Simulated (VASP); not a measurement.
# PbO in VASP: settings compared, part 2 of 2

VASP 6.6.1.

### 3 Single point, r2SCAN (uniaxial x strain -2.0%)

Input file POSCAR:

```
PbO
1.0
    4.1129254848      0.0000000000      0.0000000000
   -2.0564627424      3.6345897487      0.0000000000
    0.0000000000      0.0000000000      5.6222892990
Pb O
2 2
Direct
    0.3369450582      0.6738901164     -0.0196396259
    0.6630549418      0.3261098836      0.4803603741
    0.3289559982      0.6579119964      0.3946396259
    0.6710440018      0.3420880036      0.8946396259
```

Input file INCAR.step1:

```
SYSTEM = PbO
PREC = Accurate ; ENCUT = 520
ISMEAR = 0 ; SIGMA = 0.01
LREAL = .FALSE. ; LASPH = .TRUE.
NELM = 100 ; NBANDS = 28
GGA = PE ; ALGO = Normal
EDIFF = 1E-4 ; LWAVE = .TRUE.
LCHARG = .FALSE.
```

Input file INCAR.step2:

```
SYSTEM = PbO
PREC = Accurate ; ENCUT = 520
EDIFF = 1E-6 ; ISMEAR = 0
SIGMA = 0.01 ; LREAL = .FALSE.
LASPH = .TRUE. ; NELM = 100
ALGO = Normal ; ISIF = 2
LWAVE = .FALSE. ; LCHARG = .FALSE.
METAGGA = R2SCAN ; LMIXTAU = .TRUE.
NBANDS = 28 ; ISTART = 1
```

Input file KPOINTS:

```
regular mesh
0
G
  12 12 4
  0 0 0
```

Potentials or basis: VASP PAW PBE potentials, release 64 (Pb_d, O).

Run with:

```sh
> cat potpaw_PBE.64/Pb_d/POTCAR potpaw_PBE.64/O/POTCAR > POTCAR
> cp INCAR.step1 INCAR
> mpirun -np 1 vasp_std > vasp.out
> cp INCAR.step2 INCAR
> mpirun -np 1 vasp_std > vasp.out
```

OUTCAR:

```text
SYSTEM = PbO
   PREC = Accurate
   ENCUT = 520
   EDIFF = 1E-6
   ISMEAR = 0
   LREAL = .FALSE.
   LASPH = .TRUE.
   NELM = 100
   ISIF = 2
   METAGGA = R2SCAN
   ISTART = 1

 ion  position               nearest neighbor table
   1  0.337  0.674  0.980-   3 2.33   4 2.43   4 2.43   4 2.48   2 3.68   2 3.68   2 3.71   2 3.71
                             2 3.71   2 3.71
   2  0.663  0.326  0.480-   4 2.33   3 2.43   3 2.43   3 2.48   1 3.68   1 3.68   1 3.71   1 3.71
                             1 3.71   1 3.71
   3  0.329  0.658  0.395-   1 2.33   2 2.43   2 2.43   2 2.48
   4  0.671  0.342  0.895-   2 2.33   1 2.43   1 2.43   1 2.48

  LATTYP: Found a base centered orthorhombic cell.
 ALAT       =     4.1129254848
 B/A-ratio  =     1.7673987832
 C/A-ratio  =     1.3669805883

  Lattice vectors:

 A1 = (   2.0564627424,  -3.6345897487,   0.0000000000)
 A2 = (   2.0564627424,   3.6345897487,   0.0000000000)
 A3 = (   0.0000000000,   0.0000000000,   5.6222892990)

Analysis of symmetry for initial positions (statically):
=====================================================================
 Subroutine PRICEL returns:
 Original cell was already a primitive cell.

 Routine SETGRP: Setting up the symmetry group for a
 base centered orthorhombic supercell.

 Subroutine GETGRP returns: Found  4 space group operations
 (whereof  2 operations were pure point group operations)
 out of a pool of  8 trial point group operations.

The static configuration has the point symmetry C_1h.
 The point group associated with its full space group is C_2v.

Analysis of symmetry for dynamics (positions and initial velocities):
=====================================================================
 Subroutine PRICEL returns:
 Original cell was already a primitive cell.

 Routine SETGRP: Setting up the symmetry group for a
 base centered orthorhombic supercell.

 Subroutine GETGRP returns: Found  4 space group operations
[... 126 lines left out ...]
   IMIX   =      4    mixing-type and parameters
     AMIX     =   0.40;   BMIX     =  1.00
     AMIX_MAG =   1.60;   BMIX_MAG =  1.00
  volume/ion in A,a.u.               =      21.01       141.79
  Fermi-wavevector in a.u.,A,eV,Ry     =   1.278169  2.415390 22.228063  1.633717
  Thomas-Fermi vector in A             =   2.410727
   LORBIT       =      0    0 simple, 1 ext, 2 COOP (PROOUT), +10 PAW based schemes
   METAGGA = R2SCAN    functional components
   LHFCALC =     F    Hartree Fock is set to
   AEXX    =    0.0000 exact exchange contribution
   IVDW    =     0    specifies the selected vdW correction
   LEPSILON=     F    determine dielectric tensor
   LRPA    =     F    only Hartree local field effects (RPA)
 non-spin polarized calculation
 Gauss-broadening in eV      SIGMA  =   0.01
  energy-cutoff  :      520.00
  volume of cell :       84.05
 maximum number of plane-waves:      2292
   NGX = 15   NGY = 15   NGZ = 21

 number of electron      39.9999991 magnetization

 Free energy of the ion-electron system (eV)
  ---------------------------------------------------
  ext. energy  EPLUGINS =         0.00000000
  ---------------------------------------------------
  free energy    TOTEN  =      -128.54426335 eV

  energy without entropy =     -128.54426335  energy(sigma->0) =     -128.54426335

 E-fermi :   4.7405     XC(G=0): -10.1555

 val. band max:        4.6978096503   @ k =   0.3333   0.3333   0.5000
 cond. band min:       6.6157357323   @ k =   0.0000   0.5000   0.5000
 fundamental gap:      1.9179260820
 Fermi energy:         4.7405068361

 k-point     1 :       0.0000    0.0000    0.0000
  band No.  band energies     occupation
      1     -14.2040      2.00000
      2     -14.1135      2.00000
      3     -12.0577      2.00000
      4     -12.0500      2.00000
      5     -12.0168      2.00000
      6     -12.0167      2.00000
[... 733 lines left out ...]
     27      12.7040      0.00000
     28      15.6328      0.00000

 [... further k-points ...]

------------------------ aborting loop because EDIFF is reached ----------------------------------------

  FORCE on cell =-STRESS in cart. coord.  units (eV):
  Direction    XX          YY          ZZ          XY          YZ          ZX
  --------------------------------------------------------------------------------------
  -------------------------------------------------------------------------------------
  Total        0.8898530      1.2134822      0.7461062      0.0000000      0.0000000      0.0000000
  in kB       16.9632648     23.1326053     14.2230196      0.0000000      0.0000000      0.0000000
  external PRESSURE =      18.1062966 kB  Pullay stress =       0.0000000 kB

 VOLUME and BASIS-vectors are now :
 -----------------------------------------------------------------------------
  energy-cutoff  :      520.00
  volume of cell :       84.05
      direct lattice vectors                 reciprocal lattice vectors
     4.112925485  0.000000000  0.000000000     0.243135939  0.137567108  0.000000000
    -2.056462742  3.634589749  0.000000000     0.000000000  0.275134216  0.000000000
     0.000000000  0.000000000  5.622289299     0.000000000  0.000000000  0.177863491

 POSITION                                       TOTAL-FORCE (eV/Angst)
 -----------------------------------------------------------------------------------
      0.00000      2.44931      5.51187        -0.000000      0.010628     -0.033804
      2.05646      1.18528      2.70072         0.000000     -0.010628     -0.033804
      0.00000      2.39124      2.21878         0.000000      0.009420      0.033804
      2.05646      1.24335      5.02992        -0.000000     -0.009420      0.033804
 -----------------------------------------------------------------------------------
    total drift:                                0.000000     -0.000000     -0.001519

  FREE ENERGIE OF THE ION-ELECTRON SYSTEM (eV)
  ---------------------------------------------------
  free  energy   TOTEN  =      -128.5442633517 eV

  energy  without entropy=     -128.5442633517  energy(sigma->0) =     -128.54426335
```

OUTCAR.step1:

```text
SYSTEM = PbO
   PREC = Accurate
   ENCUT = 520
   ISMEAR = 0
   LREAL = .FALSE.
   LASPH = .TRUE.
   NELM = 100
[... 977 lines left out ...]
      2.05646      1.18528      2.70072         0.000000     -0.025916     -0.098886
      0.00000      2.39124      2.21878        -0.000000      0.026243      0.098886
      2.05646      1.24335      5.02992         0.000000     -0.026243      0.098886
 -----------------------------------------------------------------------------------
    total drift:                                0.000000     -0.000000      0.002360

  FREE ENERGIE OF THE ION-ELECTRON SYSTEM (eV)
  ---------------------------------------------------
  free  energy   TOTEN  =       -20.8291635764 eV

  energy  without entropy=      -20.8291635764  energy(sigma->0) =      -20.82916358
```

It took 5.9 min on 1 thread of Intel Xeon 6975P-C (Granite Rapids), shared host; peak memory 0.38 GiB.

Results:

- Free energy: -128.5443 eV
- Pressure: 1.8 GPa
- Largest force: 0.035 eV/Å
- Band gap on the k mesh: 1.92 eV, indirect (least direct gap 2.29 eV)

Forces in eV/Å, atoms in the order of the input:
```
Pb   0.000  0.011 -0.034
Pb   0.000 -0.011 -0.034
O    0.000  0.009  0.034
O    0.000 -0.009  0.034
```

Caveat: the cell differs from its parent crystal (uniaxial x strain -2.0%); the PAW data sets were made with another functional, which shifts forces and pressure a little; spin-orbit coupling is left out, which moves the levels of the heavy elements.
